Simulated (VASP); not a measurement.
# P (Cmce) in VASP: electric field gradients with PBE

Aim: the electric field gradients of P with PBE.

Everything below comes from runs of VASP 6.6.1. Logs are shortened: lines on timing, memory, paths and dates and some standing lists are left out, and cuts for length are marked.

**1. The cell of the first run**

It takes space group Cmce (No. 64, orthorhombic). Conventional cell: a = 3.310 Å, b = 10.500 Å, c = 4.380 Å, α = 90.00°, β = 90.00°, γ = 90.00°. P (site symmetry m) has 3 P at 2.17 to 2.20 Å within 2.9 Å.

**2. Electric field gradients, PBE**

Input file INCAR:

```
SYSTEM = P
ALGO = Normal ; EDIFF = 1E-8
ENCUT = 520 ; GGA = PE
ISIF = 2 ; ISMEAR = -1
LASPH = .True. ; LCHARG = .False.
LEFG = .True. ; LREAL = .False.
LWAVE = .False. ; NBANDS = 18
NELM = 80 ; PREC = Accurate
SIGMA = 0.05
```

Input file KPOINTS:

```
k-points
0
Gamma
  13 13 9
  0 0 0
```

Input file POSCAR:

```
P
1.0
    1.6550000000     -5.2500000000      0.0000000000
    1.6550000000      5.2500000000      0.0000000000
    0.0000000000      0.0000000000      4.3800000000
P
4
Direct
    0.0980000000      0.9020000000      0.9100000000
    0.5980000000      0.4020000000      0.5900000000
    0.9020000000      0.0980000000      0.0900000000
    0.4020000000      0.5980000000      0.4100000000
```

Potentials or basis: VASP PAW PBE potentials, release 64 (P).

Run with:

```bash
$ cat potpaw_PBE.64/P/POTCAR > POTCAR
$ mpirun -np 1 vasp_std > vasp.out
```

OUTCAR:

```text
SYSTEM = P
   EDIFF = 1E-8
   ENCUT = 520
   GGA = PE
   ISIF = 2
   ISMEAR = -1
   LASPH = .True.
   LREAL = .False.
   NELM = 80
   PREC = Accurate

 ion  position               nearest neighbor table
   1  0.098  0.902  0.910-   2 2.17   2 2.17   3 2.20
   2  0.598  0.402  0.590-   1 2.17   1 2.17   4 2.20
   3  0.902  0.098  0.090-   4 2.17   4 2.17   1 2.20
   4  0.402  0.598  0.410-   3 2.17   3 2.17   2 2.20

  LATTYP: Found a base centered orthorhombic cell.
 ALAT       =     3.3100000000
 B/A-ratio  =     3.1722054381
 C/A-ratio  =     1.3232628399

  Lattice vectors:

 A1 = (   1.6550000000,  -5.2500000000,   0.0000000000)
 A2 = (   1.6550000000,   5.2500000000,   0.0000000000)
 A3 = (   0.0000000000,   0.0000000000,   4.3800000000)

Analysis of symmetry for initial positions (statically):
=====================================================================
 Subroutine PRICEL returns:
 Original cell was already a primitive cell.

 Routine SETGRP: Setting up the symmetry group for a
 base centered orthorhombic supercell.

 Subroutine GETGRP returns: Found  8 space group operations
 (whereof  4 operations were pure point group operations)
 out of a pool of  8 trial point group operations.

The static configuration has the point symmetry C_2h.
 The point group associated with its full space group is D_2h.

Analysis of symmetry for dynamics (positions and initial velocities):
=====================================================================
 Subroutine PRICEL returns:
 Original cell was already a primitive cell.

 Routine SETGRP: Setting up the symmetry group for a
 base centered orthorhombic supercell.

 Subroutine GETGRP returns: Found  8 space group operations
 (whereof  4 operations were pure point group operations)
 out of a pool of  8 trial point group operations.

The dynamic configuration has the point symmetry C_2h.
 The point group associated with its full space group is D_2h.

 Subroutine INISYM returns: Found  8 space group operations
 (whereof  4 operations are pure point group operations),
 and found     1 'primitive' translations

----------------------------------------------------------------------------------------

[... 143 lines left out ...]

 E-fermi :   6.8193     XC(G=0):  -9.7763

 val. band max:        6.7982427859   @ k =   0.4615   0.4615   0.0000
 cond. band min:       6.8981976423   @ k =  -0.4615   0.4615   0.0000
 fundamental gap:      0.0999548563
 Fermi energy:         6.8192610376

 k-point     1 :       0.0000    0.0000    0.0000
  band No.  band energies     occupation
      1      -9.6092      2.00000
      2      -6.5712      2.00000
      3      -3.1416      2.00000
      4      -0.4772      2.00000
      5       1.6501      2.00000
      6       2.0449      2.00000
[... 481 lines left out ...]
      5       0.5023      2.00000
      6       1.0966      2.00000
[... 10 lines left out ...]
     17      13.1445      0.00000
     18      13.3564      0.00000

 [... further k-points ...]

------------------------ aborting loop because EDIFF is reached ----------------------------------------

  FORCE on cell =-STRESS in cart. coord.  units (eV):
  Direction    XX          YY          ZZ          XY          YZ          ZX
  --------------------------------------------------------------------------------------
  -------------------------------------------------------------------------------------
  Total        2.0119743      2.8696459      3.5374895      0.0000000      0.0000000      0.0000000
  in kB       42.3517741     60.4056397     74.4636518      0.0000000      0.0000000      0.0000000
  external PRESSURE =      59.0736885 kB  Pullay stress =       0.0000000 kB

 VOLUME and BASIS-vectors are now :
 -----------------------------------------------------------------------------
  energy-cutoff  :      520.00
  volume of cell :       76.11
      direct lattice vectors                 reciprocal lattice vectors
     1.655000000 -5.250000000  0.000000000     0.302114804 -0.095238095  0.000000000
     1.655000000  5.250000000  0.000000000     0.302114804  0.095238095  0.000000000
     0.000000000  0.000000000  4.380000000     0.000000000  0.000000000  0.228310502

 POSITION                                       TOTAL-FORCE (eV/Angst)
 -----------------------------------------------------------------------------------
      1.65500      4.22100      3.98580         0.000000     -0.501498      0.820802
      1.65500     -1.02900      2.58420         0.000000     -0.501498     -0.820802
      1.65500     -4.22100      0.39420         0.000000      0.501498     -0.820802
      1.65500      1.02900      1.79580         0.000000      0.501498      0.820802
 -----------------------------------------------------------------------------------
    total drift:                               -0.000000     -0.000000     -0.000000

  FREE ENERGIE OF THE ION-ELECTRON SYSTEM (eV)
  ---------------------------------------------------
  free  energy   TOTEN  =       -21.3589937971 eV

  energy  without entropy=      -21.3583697575  energy(sigma->0) =      -21.35868178

 Electric field gradients (V/A^2)
---------------------------------------------------------------------
 ion       V_xx      V_yy      V_zz      V_xy      V_xz      V_yz
---------------------------------------------------------------------
   1      39.559   -34.420    -5.139    -0.000     0.000    60.615
   2      39.559   -34.420    -5.139     0.000    -0.000   -60.615
   3      39.559   -34.420    -5.139    -0.000    -0.000    60.615
   4      39.559   -34.420    -5.139     0.000    -0.000   -60.615
---------------------------------------------------------------------

 Electric field gradients after diagonalization (V/A^2)
 (convention: |V_zz| > |V_xx| > |V_yy|)
----------------------------------------------------------------------
 ion       V_xx      V_yy      V_zz     asymmetry (V_yy - V_xx)/ V_zz
----------------------------------------------------------------------
   1      42.578    39.559   -82.137       0.037
   2      42.578    39.559   -82.137       0.037
   3      42.578    39.559   -82.137       0.037
   4      42.578    39.559   -82.137       0.037
----------------------------------------------------------------------

           NMR quadrupolar parameters

 Cq : quadrupolar parameter    Cq=e*Q*V_zz/h
 eta: asymmetry parameters     (V_yy - V_xx)/ V_zz
 Q  : nuclear electric quadrupole moment in mb (millibarn)
----------------------------------------------------------------------
 ion       Cq(MHz)       eta       Q (mb)
----------------------------------------------------------------------
   1      -0.199       0.037       1.000
   2      -0.199       0.037       1.000
   3      -0.199       0.037       1.000
   4      -0.199       0.037       1.000
----------------------------------------------------------------------
```

OSZICAR:

```text
N       E                     dE             d eps       ncg     rms          rms(c)
DAV:   1     0.579583399586E+02    0.57958E+02   -0.83128E+03  8820   0.945E+02
DAV:   2    -0.179179089807E+02   -0.75876E+02   -0.72820E+02 11618   0.152E+02
DAV:   3    -0.215148717596E+02   -0.35970E+01   -0.35713E+01 11740   0.332E+01
DAV:   4    -0.215529544515E+02   -0.38083E-01   -0.38052E-01 11564   0.410E+00
DAV:   5    -0.215536240261E+02   -0.66957E-03   -0.66949E-03 11468   0.517E-01    0.112E+01
DAV:   6    -0.214149808534E+02    0.13864E+00   -0.73414E-02 10396   0.141E+00    0.668E+00
DAV:   7    -0.213590023856E+02    0.55978E-01   -0.13038E-01 10610   0.191E+00    0.341E-01
DAV:   8    -0.213588883510E+02    0.11403E-03   -0.12654E-02  9920   0.639E-01    0.142E-01
DAV:   9    -0.213589588378E+02   -0.70487E-04   -0.58376E-04 11558   0.143E-01    0.730E-02
DAV:  10    -0.213589821649E+02   -0.23327E-04   -0.68221E-05 10916   0.443E-02    0.302E-02
DAV:  11    -0.213589931113E+02   -0.10946E-04   -0.13636E-05 10382   0.248E-02    0.677E-03
DAV:  12    -0.213589938369E+02   -0.72562E-06   -0.84916E-07 11596   0.556E-03    0.258E-03
DAV:  13    -0.213589937577E+02    0.79241E-07   -0.14275E-07 10350   0.233E-03    0.870E-04
DAV:  14    -0.213589937962E+02   -0.38513E-07   -0.84236E-09  6770   0.531E-04    0.442E-04
DAV:  15    -0.213589937971E+02   -0.93655E-09   -0.28016E-09  5380   0.356E-04
   1 F= -.21358994E+02 E0= -.21358682E+02  d E =-.624040E-03
```

It took 6.6 min on 1 thread of Intel Xeon 6975P-C, shared host; peak memory 0.39 GiB.

What came out:

| Quantity | Value |
| --- | --- |
| Free energy | -21.3590 eV |
| Pressure | 5.9 GPa |
| Largest force | 0.962 eV/Å |
| Band gap on the k mesh | 0.10 eV (least direct gap 0.11 eV) |
| Largest electric field gradient by atom | P -82.1 V/Å² |

Forces in eV/Å, atoms in the order of the input:
```
P    0.000 -0.501  0.821
P    0.000 -0.501 -0.821
P    0.000  0.501 -0.821
P    0.000  0.501  0.821
```

Stress tensor (GPa, compression positive):
```
4.24 0.00 0.00
0.00 6.04 0.00
0.00 0.00 7.45
```

Levels at points of the mesh, in eV from the valence-band top:
| k point | band 7 | band 8 | band 9 | band 10 | band 11 | band 12 | band 13 | band 14 |
| --- | --- | --- | --- | --- | --- | --- | --- | --- |
| (0.00, 0.00, 0.00) | -4.70 | -3.18 | -2.94 | -1.41 | 0.50 | 0.52 | 1.41 | 2.75 |

Electric field gradients, principal values (V/Å²):
| atom | least | middle | greatest (by size) |
| --- | --- | --- | --- |
| 1 P | 39.559 | 42.578 | -82.137 |
| 2 P | 39.559 | 42.578 | -82.137 |
| 3 P | 39.559 | 42.578 | -82.137 |
| 4 P | 39.559 | 42.578 | -82.137 |

Caveat: the cell stands under pressure; without QUAD_EFG the Cq values of the log hold for a quadrupole moment of 1 mb, not for the nuclei.
